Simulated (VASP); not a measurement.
Runs of VASP 6.6.1 on Ir. The structure is that of space group P6_3/mmc (No. 194), or close to it. The cells are those of the table. 

| cell | gap on the mesh (eV) | pressure (GPa) |
| --- | --- | --- |
| a = 2.788, b = 2.788, c = 4.521 Å, angles 90.0, 90.0, 120.0°, 2 atoms | none | -9.8 |
| a = 2.823, b = 2.823, c = 4.578 Å, angles 90.0, 90.0, 120.0°, 2 atoms | none | -19.2 |
| a = 2.751, b = 2.751, c = 4.462 Å, angles 90.0, 90.0, 120.0°, 2 atoms | none | (b) |
| a = 2.714, b = 2.714, c = 4.402 Å, angles 90.0, 90.0, 120.0°, 2 atoms | none | 17.6 |
| a = 2.857, b = 2.857, c = 4.634 Å, angles 90.0, 90.0, 120.0°, 2 atoms | none | -26.4 |
| a = 2.676, b = 2.676, c = 4.340 Å, angles 90.0, 90.0, 120.0°, 2 atoms | none | (a) |
| a = 2.637, b = 2.637, c = 4.276 Å, angles 90.0, 90.0, 120.0°, 2 atoms | none | 62.5 |

Alike in all rows: task single point; level PBE; potentials or basis VASP PAW PBE potentials, release 64 (Ir); no spin polarisation; k mesh 10 × 10 × 5; cutoff (eV) 520; smearing fermi-dirac 0.3 eV.

**Question.** Estimate the missing entries.

**Answer.** (a) 37.3; (b) 2.2.

Caveats: spin-orbit coupling is left out, which moves the levels of the heavy elements.

A k mesh can miss the band edges, and the runs leave out spin-orbit coupling on Ir.

A gap of «none» marks levels without a gap at the run's occupations.
